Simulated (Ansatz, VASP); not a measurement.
CdS: VASP beside Ansatz

```
CELL_PARAMETERS angstrom
0.00000 2.94295 2.94295
2.94295 0.00000 2.94295
2.94295 2.94295 0.00000
ATOMIC_POSITIONS crystal
Cd 0.00000 0.00000 0.00000
S 0.75000 0.75000 0.75000
```

Alike in both runs: task single point; functional LDA; k mesh 6 × 6 × 6; occupations gaussian, width 0.1 eV; no spin polarisation.

```csv
,VASP,Ansatz
version,VASP 6.6.1,Ansatz 0.2.0
potentials or method,"VASP PAW LDA potentials, release 64 (Cd, S), cutoff 500 eV","scalar-relativistic, plane waves, PAW"
valence electrons in the cell,18,26
```

|  | VASP | Ansatz | Ansatz less VASP |
| --- | --- | --- | --- |
| gap on the k mesh at the Fermi level (eV) | 0.83 | 0.80 | -0.027 |
| least direct gap on the mesh (eV) | 0.83 | 0.80 | -0.027 |
| pressure (GPa) | -3.5 | -3.9 | -0.39 |

Ansatz warns that its potentials were made for another functional, while VASP's fit it. LDA's correlation is that of Perdew and Zunger in VASP and of Perdew and Wang (1992) in Ansatz. VASP's potentials hold 18 valence electrons a cell and Ansatz's 26, so a difference there can come from the potentials and not from the codes.
